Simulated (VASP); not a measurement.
# MnS (Fm-3m) in VASP: settings compared

Aim: see how the results for MnS move with the level of theory and the settings. Levels: BLYP+D3(BJ), PBE+D4. Tasks: relaxation of cell and atoms.

Program: VASP 6.6.1. These are calculated values, not measurements. Logs are shortened: lines on timing, memory, paths and dates and some standing lists are left out, and cuts for length are marked.

### 1 The cell of the first run

The structure is cubic, space group Fm-3m (No. 225). The conventional cell has a = 5.209 Å, b = 5.209 Å, c = 5.209 Å, α = 90.00°, β = 90.00°, γ = 90.00°. Within 3.4 Å of Mn (site symmetry m-3m) lie 6 S at 2.60 Å. Within 3.4 Å of S (site symmetry m-3m) lie 6 Mn at 2.60 Å.

### 2 Relaxation of cell and atoms, BLYP+D3(BJ), collinear spin, ferromagnetic start

The input, INCAR:

```
SYSTEM = MnS
PREC     = Accurate       ! precision mode
ENCUT    = 600            ! plane-wave cutoff, eV
EDIFF    = 1E-6           ! SCF threshold, eV
ISMEAR   = -1             ! smearing method
SIGMA    = 0.05           ! smearing width, eV
LREAL    = .False.        ! projectors in reciprocal space
LASPH    = .True.         ! aspherical terms in the spheres
NELM     = 150            ! most SCF steps
ALGO     = Normal         ! electronic algorithm
ISIF     = 3              ! what is computed and relaxed
LWAVE    = .False.        ! write WAVECAR
LCHARG   = .False.        ! write CHGCAR
ISPIN    = 2              ! spin polarisation
MAGMOM   = 4 0            ! initial moments
LORBIT   = 11             ! projections on sites
LMAXMIX  = 4              ! l up to which the mixer works
GGA      = B5             ! functional
ALDAX    = 1.0          
AGGAX    = 1.0          
AGGAC    = 1.0          
ALDAC    = 0.0          
IVDW     = 12             ! dispersion correction
VDW_S6   = 1.0          
VDW_S8   = 2.6996       
VDW_A1   = 0.4298       
VDW_A2   = 4.2359       
IBRION   = 2              ! ionic algorithm
NSW      = 80             ! ionic steps
EDIFFG   = -0.02          ! ionic threshold
```

The input, KPOINTS:

```
Automatic mesh
0
Gamma
  9 9 9
  0 0 0
```

The input, POSCAR:

```
MnS
1.0
    0.0000000000      2.6045000000      2.6045000000
    2.6045000000      0.0000000000      2.6045000000
    2.6045000000      2.6045000000      0.0000000000
Mn S
1 1
Direct
    0.0000000000      0.0000000000      0.0000000000
    0.5000000000      0.5000000000      0.5000000000
```

Potentials or basis: VASP PAW PBE potentials, release 64 (Mn_pv, S).

Run with:

```
cat potpaw_PBE.64/Mn_pv/POTCAR potpaw_PBE.64/S/POTCAR > POTCAR
mpirun -np 1 vasp_std > vasp.out
```

OUTCAR:

```text
SYSTEM = MnS
   PREC = Accurate
   ENCUT = 600
   EDIFF = 1E-6
   ISMEAR = -1
   LREAL = .False.
   LASPH = .True.
   NELM = 150
   ISIF = 3
   ISPIN = 2
   LORBIT = 11
   GGA = B5
   IVDW = 12
   IBRION = 2
   NSW = 80
   EDIFFG = -0.02
 IVDW          = 12

 ion  position               nearest neighbor table
   1  0.000  0.000  0.000-   2 2.60   2 2.60   2 2.60   2 2.60   2 2.60   2 2.60
   2  0.500  0.500  0.500-   1 2.60   1 2.60   1 2.60   1 2.60   1 2.60   1 2.60

  LATTYP: Found a face centered cubic cell.
 ALAT       =     5.2090000000

  Lattice vectors:

 A1 = (   0.0000000000,   2.6045000000,   2.6045000000)
 A2 = (   2.6045000000,   0.0000000000,   2.6045000000)
 A3 = (   2.6045000000,   2.6045000000,   0.0000000000)

Analysis of symmetry for initial positions (statically):
=====================================================================
 Subroutine PRICEL returns:
 Original cell was already a primitive cell.

 Routine SETGRP: Setting up the symmetry group for a
 face centered cubic supercell.

 Subroutine GETGRP returns: Found 48 space group operations
 (whereof 48 operations were pure point group operations)
 out of a pool of 48 trial point group operations.

The static configuration has the point symmetry O_h .

Analysis of symmetry for dynamics (positions and initial velocities):
=====================================================================
 Subroutine PRICEL returns:
 Original cell was already a primitive cell.

 Routine SETGRP: Setting up the symmetry group for a
 face centered cubic supercell.

 Subroutine GETGRP returns: Found 48 space group operations
 (whereof 48 operations were pure point group operations)
 out of a pool of 48 trial point group operations.

The dynamic configuration has the point symmetry O_h .

Analysis of structural, dynamic, and magnetic symmetry:
=====================================================================
 Subroutine PRICEL returns:
 Original cell was already a primitive cell.

 Routine SETGRP: Setting up the symmetry group for a
 face centered cubic supercell.

 Subroutine GETGRP returns: Found 48 space group operations
 (whereof 48 operations were pure point group operations)
 out of a pool of 48 trial point group operations.

The overall configuration has the point symmetry O_h .

 Subroutine INISYM returns: Found 48 space group operations
 (whereof 48 operations are pure point group operations),
 and found     1 'primitive' translations

----------------------------------------------------------------------------------------

                                     Primitive cell

  volume of cell :      35.3348

  direct lattice vectors                    reciprocal lattice vectors
     0.000000000  2.604500000  2.604500000    -0.191975427  0.191975427  0.191975427
     2.604500000  0.000000000  2.604500000     0.191975427 -0.191975427  0.191975427
     2.604500000  2.604500000  0.000000000     0.191975427  0.191975427 -0.191975427

  length of vectors
     3.683319223  3.683319223  3.683319223     0.332511194  0.332511194  0.332511194

  position of ions in fractional coordinates (direct lattice)
[... 8 lines left out ...]
----------------------------------------------------------------------------------------

 KPOINTS: Automatic mesh

Automatic generation of k-mesh.
 Grid dimensions read from file:
 generate k-points for:    9    9    9

 Generating k-lattice:

  Cartesian coordinates                     Fractional coordinates (reciprocal lattice)
    -0.021330603  0.021330603  0.021330603     0.111111111  0.000000000  0.000000000
     0.021330603 -0.021330603  0.021330603     0.000000000  0.111111111  0.000000000
     0.021330603  0.021330603 -0.021330603     0.000000000  0.000000000  0.111111111

  Length of vectors
     0.036945688  0.036945688  0.036945688

  Shift w.r.t. Gamma in fractional coordinates (k-lattice)
     0.000000000  0.000000000  0.000000000

 Subroutine IBZKPT returns following result:
 ===========================================

 Found     35 irreducible k-points:

 Following reciprocal coordinates:
            Coordinates               Weight
  0.000000  0.000000  0.000000      1.000000
  0.111111  0.000000  0.000000      8.000000
  0.222222  0.000000  0.000000      8.000000
  0.333333  0.000000  0.000000      8.000000
  0.444444  0.000000  0.000000      8.000000
  0.111111  0.111111  0.000000      6.000000
[... 16 lines left out ...]
 -0.333333  0.333333  0.000000     12.000000
  0.444444  0.444444  0.000000      6.000000
 [... further k-points ...]
   k-points           NKPTS =     35   k-points in BZ     NKDIM =     35   number of bands    NBANDS=     15
   number of dos      NEDOS =    301   number of ions     NIONS =      2
   total plane-waves  NPLWV =  27000
   dimension x,y,z NGX =    30 NGY =   30 NGZ =   30
   dimension x,y,z NGXF=    60 NGYF=   60 NGZF=   60
   ions per type =               1   1
   NGX,Y,Z   is equivalent  to a cutoff of  13.54, 13.54, 13.54 a.u.
   NGXF,Y,Z  is equivalent  to a cutoff of  27.08, 27.08, 27.08 a.u.
 SYSTEM =  MnS
   PREC   = accura    normal or accurate (medium, high low for compatibility)
   ISTART =      0    job   : 0-new  1-cont  2-samecut
   ICHARG =      2    charge: 1-file 2-atom 10-const
   ISPIN  =      2    spin polarized calculation?
   LNONCOLLINEAR =      F non collinear calculations
   LSORBIT =      F    spin-orbit coupling
   LASPH  =      T    aspherical Exc in radial PAW
   ENCUT  =  600.0 eV  44.10 Ry    6.64 a.u.   7.36  7.36  7.36*2*pi/ulx,y,z
   NELM   =    150;   NELMIN=  2; NELMDL= -5     # of ELM steps
   EDIFF  = 0.1E-05   stopping-criterion for ELM
   LREAL  =      F    real-space projection
   EDIFFG = -.2E-01   stopping-criterion for IOM
   NSW    =     80    number of steps for IOM
   IBRION =      2    ionic relax: 0-MD 1-quasi-New 2-CG
   NFREE  =      1    steps in history (QN), initial steepest desc. (CG)
   ISIF   =      3    stress and relaxation
   ISYM   =      2    0-nonsym 1-usesym 2-fastsym
   POTIM  = 0.5000    time-step for ionic-motion
   TEBEG  =    0.0;   TEEND  =   0.0 temperature during run
   PSTRESS=    0.0 pullay stress
   NELECT =      19.0000    total number of electrons
   NUPDOWN=      -1.0000    fix difference up-down
   EMIN   =  10.00;   EMAX   =-10.00  energy-range for DOS
   EFERMI =   0.00;   METHOD = LEGACY
   ISMEAR =    -1;   SIGMA  =   0.05  broadening in eV -4-tet -1-fermi 0-gaus
   EFERMI_NEDOS =   21; number of points for ismear=-14 and -15
   IALGO  =     38    algorithm
   IMIX   =      4    mixing-type and parameters
     AMIX     =   0.40;   BMIX     =  1.00
     AMIX_MAG =   1.60;   BMIX_MAG =  1.00
  volume/ion in A,a.u.               =      17.67       119.23
  Fermi-wavevector in a.u.,A,eV,Ry     =   1.331246  2.515690 24.112464  1.772216
  Thomas-Fermi vector in A             =   2.460272
   LORBIT       =     11    0 simple, 1 ext, 2 COOP (PROOUT), +10 PAW based schemes
   GGA     = B5    functional components
   LHFCALC =     F    Hartree Fock is set to
   AEXX    =    0.0000 exact exchange contribution
   IVDW    =    12    specifies the selected vdW correction
   LEPSILON=     F    determine dielectric tensor
   LRPA    =     F    only Hartree local field effects (RPA)
 conjugate gradient relaxation of ions
 spin polarized calculation
  energy-cutoff  :      600.00
  volume of cell :       35.33
 maximum number of plane-waves:      1243
 NGX is ok and might be reduce to    30
   NGX = 15   NGY = 15   NGZ = 15

--------------------------------------- Ionic step        1  -------------------------------------------

 number of electron      19.0000008 magnetization       4.6411586

 Free energy of the ion-electron system (eV)
  ---------------------------------------------------
  ext. energy  EPLUGINS =         0.00000000
  ---------------------------------------------------
  free energy    TOTEN  =       -12.54165366 eV

  energy without entropy =      -12.53295370  energy(sigma->0) =      -12.53730368

------------------------ aborting loop because EDIFF is reached ----------------------------------------

 Edisp (eV)   -1.82183

 E8    (eV) :    -1.3063
[... 105 lines left out ...]
  FREE ENERGIE OF THE ION-ELECTRON SYSTEM (eV)
  ---------------------------------------------------
  free  energy   TOTEN  =       -14.4147724442 eV

  energy  without entropy=      -14.4041200719  energy(sigma->0) =      -14.40944626

[... ionic steps 4 to 8 ...]

--------------------------------------- Ionic step        9  -------------------------------------------

 number of electron      18.9999990 magnetization       4.2283262

------------------------ aborting loop because EDIFF is reached ----------------------------------------
[... 75 lines left out ...]
--------------------------------------- Ionic step       11  -------------------------------------------

 number of electron      18.9999991 magnetization       4.1648475

 Free energy of the ion-electron system (eV)
  ---------------------------------------------------
  ext. energy  EPLUGINS =         0.00000000
  ---------------------------------------------------
  free energy    TOTEN  =       -12.44550983 eV

  energy without entropy =      -12.43170602  energy(sigma->0) =      -12.43860793

 E-fermi :   8.3005     XC(G=0): -10.5949

 val. band max:        8.2517676252   @ k =   0.1111   0.1111   0.0000
 cond. band min:       8.3034106244   @ k =  -0.1111   0.1111   0.0000
 fundamental gap:      0.0516429992
 Fermi energy:         8.3004639620

 spin component 1

 k-point     1 :       0.0000    0.0000    0.0000
  band No.  band energies     occupation
      1     -41.9086      1.00000
      2     -41.9086      1.00000
      3     -41.9086      1.00000
      4      -6.9906      1.00000
      5       5.0827      1.00000
      6       5.0827      1.00000
      7       5.0827      1.00000
      8       5.1971      1.00000
      9       5.1971      1.00000
     10       6.2682      1.00000
     11       6.2682      1.00000
     12       6.2682      1.00000
     13      11.1709      0.00000
     14      17.4232      0.00000
[... 403 lines left out ...]
      4      -5.3714      1.00000
      5       1.9110      1.00000
      6       4.4491      1.00000
      7       4.5194      1.00000
      8       4.5194      1.00000
      9       5.5028      1.00000
     10       5.9688      1.00000
     11       5.9688      1.00000
     12       6.6635      1.00000
     13       9.7869      0.00000
     14      14.3797      0.00000
     15      19.4747      0.00000

 [... further k-points ...]

 spin component 2

 k-point     1 :       0.0000    0.0000    0.0000
  band No.  band energies     occupation
      1     -37.9500      1.00000
      2     -37.9500      1.00000
      3     -37.9500      1.00000
      4      -6.7909      1.00000
      5       6.4188      1.00000
      6       6.4188      1.00000
      7       6.4188      1.00000
      8       8.1080      0.97916
      9       8.1080      0.97916
     10       8.1080      0.97916
     11       8.1959      0.88996
     12       8.1959      0.88996
     13      11.8804      0.00000
     14      18.3044      0.00000
[... 448 lines left out ...]
  FREE ENERGIE OF THE ION-ELECTRON SYSTEM (eV)
  ---------------------------------------------------
  free  energy   TOTEN  =       -14.4805109976 eV

  energy  without entropy=      -14.4667071891  energy(sigma->0) =      -14.47360909

 reached required accuracy - stopping structural energy minimisation

 total charge

# of ion       s       p       d       tot
------------------------------------------
    1        0.235   6.194   5.046  11.475
    2        1.341   2.441   0.000   3.782
--------------------------------------------------
tot          1.576   8.635   5.046  15.257

 magnetization (x)

# of ion       s       p       d       tot
------------------------------------------
    1        0.046   0.034   3.760   3.840
    2        0.027   0.050   0.000   0.077
--------------------------------------------------
tot          0.073   0.084   3.760   3.917
```

Wall time 9.2 min (1 thread of Intel Xeon Platinum 8259CL at 2.50GHz (Skylake/Cascade Lake), shared host); peak memory 0.22 GiB.

What came out:

```yaml
Free_energy: -14.4805 eV
Relaxed_volume: 15.82 Å³/atom
Relaxed_cell: a = 3.550 Å, b = 3.550 Å, c = 3.550 Å, α = 60.00°, β = 60.00°, γ = 60.00°
Space_group_after_relaxing_to_0.05_Å: Fm-3m (No. 225)
Energy_gained_by_relaxing: 58.5 meV/atom
Ionic_steps: 11
Pressure_after_relaxing: -0.2 GPa
Net_moment: 4.16 μB per cell
Site_moments: Mn +3.84; S +0.08 μB
Valence_electrons_inside_the_program's_atomic_spheres: Mn 11.47; S 3.78
Dispersion_energy_per_atom: -1.018 eV
```

The path:
| step | energy change (eV) | largest force (eV/Å) | pressure (GPa) | volume (Å³) |
| --- | --- | --- | --- | --- |
| 1 | 0.0000 | 0.0000 | -7.03 | 35.33 |
| 2 | -0.1124 | 0.0000 | 15.96 | 31.52 |
| 3 | -0.0513 | 0.0000 | -5.73 | 34.04 |
| 4 | -0.0753 | 0.0000 | -4.97 | 33.32 |
| 5 | -0.1007 | 0.0000 | -4.02 | 32.41 |
| 6 | -0.1115 | 0.0000 | -3.68 | 31.96 |
| 7 | -0.1161 | 0.0000 | -2.64 | 31.74 |
| 8 | -0.1170 | 0.0000 | 0.77 | 31.63 |
| 9 | -0.1112 | 0.0000 | -3.61 | 31.98 |
| 10 | -0.1168 | 0.0000 | -1.65 | 31.69 |
| 11 | -0.1170 | 0.0000 | -0.16 | 31.65 |

Final structure:
```xyz
2
Lattice="0.0000 2.5106 2.5106 2.5106 0.0000 2.5106 2.5106 2.5106 0.0000" Properties=species:S:1:pos:R:3 pbc="T T T"
Mn    0.0000    0.0000    0.0000
S     2.5106    2.5106    2.5106
```

Levels at points of the mesh, in eV from the Fermi level:
Spin up:
```tsv
k point	band 10	band 11	band 12	band 13	band 14	band 15
(0.00, 0.00, 0.00)	-2.03	-2.03	-2.03	2.87	9.12	9.12
```
Spin down:
| k point | band 3 | band 4 | band 5 | band 6 | band 7 | band 8 | band 9 | band 10 | band 11 | band 12 |
| --- | --- | --- | --- | --- | --- | --- | --- | --- | --- | --- |
| (0.00, 0.00, 0.00) | -46.25 | -15.09 | -1.88 | -1.88 | -1.88 | -0.19 | -0.19 | -0.19 | -0.10 | -0.10 |

Caveat: the PAW data sets were made with another functional, which shifts forces and pressure a little; the volume moved by -10 % from the deposited cell, more than functionals usually miss; a cell with one magnetic atom can't hold antiferromagnetic order, which such compounds often take; semilocal functionals often make such compounds metallic where correlation or magnetic order opens a gap, which also shifts bond lengths; pairwise dispersion overbinds metals, which lowers pressure and volume. With open d or f shells a metallic result of BLYP can be an artefact of self-interaction; +U or a hybrid may open a gap.

### 3 Relaxation of cell and atoms, PBE+D4, collinear spin, ferromagnetic start

The input, INCAR:

```
SYSTEM = MnS
PREC = Accurate
ENCUT = 600
EDIFF = 1E-6
ISMEAR = -1
SIGMA = 0.05
LREAL = .FALSE.
LASPH = .TRUE.
NELM = 150
ALGO = Normal
ISIF = 3
LWAVE = .FALSE.
LCHARG = .FALSE.
ISPIN = 2
MAGMOM = 4 0
LORBIT = 11
LMAXMIX = 4
GGA = PE
IVDW = 13
IBRION = 2
NSW = 80
EDIFFG = -0.02
```

The input, KPOINTS:

```
Automatic mesh
0
G
  9 9 9
  0 0 0
```

POSCAR is that of step 2.

Potentials or basis: VASP PAW PBE potentials, release 64 (Mn_pv, S).

Run with:

```
cat potpaw_PBE.64/Mn_pv/POTCAR potpaw_PBE.64/S/POTCAR > POTCAR
mpirun -np 1 vasp_std > vasp.out
```

It took 2.7 min on 1 thread of Intel Xeon Platinum 8259CL at 2.50GHz (Skylake/Cascade Lake), shared host; peak memory 0.21 GiB.

The run converged. Its results:

```
Free energy                                           : -14.9670 eV
Relaxed volume                                        : 15.24 Å³/atom
Relaxed cell                                          : a = 3.507 Å, b = 3.507 Å, c = 3.507 Å, α = 60.00°, β = 60.00°, γ = 60.00°
Space group after relaxing (to 0.05 Å)                : Fm-3m (No. 225)
Energy gained by relaxing                             : 45.9 meV/atom
Ionic steps                                           : 4
Pressure after relaxing                               : -0.1 GPa
Net moment                                            : 4.14 μB per cell
Site moments                                          : Mn +3.83; S +0.06 μB
Valence electrons inside the program's atomic spheres : Mn 11.47; S 3.75
Dispersion energy per atom                            : -0.461 eV
```

Step by step:
| step | energy change (eV) | largest force (eV/Å) | pressure (GPa) | volume (Å³) |
| --- | --- | --- | --- | --- |
| 1 | 0.0000 | 0.0000 | -6.25 | 35.33 |
| 2 | -0.0847 | 0.0000 | -1.71 | 31.93 |
| 3 | -0.0916 | 0.0000 | -0.33 | 30.75 |
| 4 | -0.0918 | 0.0000 | -0.05 | 30.49 |

Final structure:
```cif
data_structure
_symmetry_space_group_name_H-M 'P 1'
_symmetry_Int_Tables_number 1
_cell_length_a 3.5066
_cell_length_b 3.5066
_cell_length_c 3.5066
_cell_angle_alpha 60.000
_cell_angle_beta 60.000
_cell_angle_gamma 60.000
_cell_volume 30.49
loop_
_atom_site_label
_atom_site_type_symbol
_atom_site_fract_x
_atom_site_fract_y
_atom_site_fract_z
_atom_site_occupancy
Mn1 Mn 0.00000 0.00000 0.00000 1
S1 S 0.50000 0.50000 0.50000 1
```

Levels at points of the mesh, in eV from the Fermi level:
Spin up:
```csv
k point,band 9,band 10,band 11,band 12,band 13,band 14,band 15
"(0.00, 0.00, 0.00)",-3.28,-2.08,-2.08,-2.08,2.94,8.95,8.95
```
Spin down:
```csv
k point,band 3,band 4,band 5,band 6,band 7,band 8,band 9,band 10,band 11,band 12
"(0.00, 0.00, 0.00)",-46.40,-15.43,-1.91,-1.91,-1.91,-0.21,-0.21,-0.21,-0.10,-0.10
```

Caveat: the volume moved by -14 % from the deposited cell, more than functionals usually miss; a cell with one magnetic atom can't hold antiferromagnetic order, which such compounds often take; semilocal functionals often make such compounds metallic where correlation or magnetic order opens a gap, which also shifts bond lengths; pairwise dispersion overbinds metals, which lowers pressure and volume. With open d or f shells a metallic result of PBE can be an artefact of self-interaction; +U or a hybrid may open a gap.
